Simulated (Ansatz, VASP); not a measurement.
## Ge: VASP beside Ansatz

```
CELL_PARAMETERS angstrom
5.93000 0.00000 0.00000
0.00000 5.93000 0.00000
0.00000 0.00000 7.04980
ATOMIC_POSITIONS crystal
Ge 0.08927 0.08927 0.00000
Ge 0.41073 0.58927 0.75000
Ge 0.91073 0.91073 0.50000
Ge 0.58927 0.41073 0.25000
Ge 0.17145 0.36890 0.25730
Ge 0.13110 0.67145 0.00730
Ge 0.82855 0.63110 0.75730
Ge 0.86890 0.32855 0.50730
Ge 0.67145 0.13110 0.99270
Ge 0.63110 0.82855 0.24270
Ge 0.32855 0.86890 0.49270
Ge 0.36890 0.17145 0.74270
```

Change from the starting cell: z stretched by +1 %, ions relaxed.

Alike in both runs: functional PBE; k mesh 8 × 8 × 7; occupations fermi-dirac, width 0.02 eV; no spin polarisation.

Ansatz relaxed the structure, and its values are those at the end. VASP's run is a single point on that final structure, the one shown.

|  | VASP | Ansatz |
| --- | --- | --- |
| version | VASP 6.6.1 | Ansatz 0.2.0 |
| potentials or method | VASP PAW PBE potentials, release 64 (Ge_d) | plane-wave PAW, scalar-relativistic |
| plane-wave cutoff (eV) | 500 | 420 |
| valence electrons in the cell | 168 | 168 |

Ansatz gave:

- pressure (GPa): 2.4

Problem. Which values does VASP return?

Solution. Pressure (GPa): 2.3.

Ansatz's warnings: stress scf threshold loose.
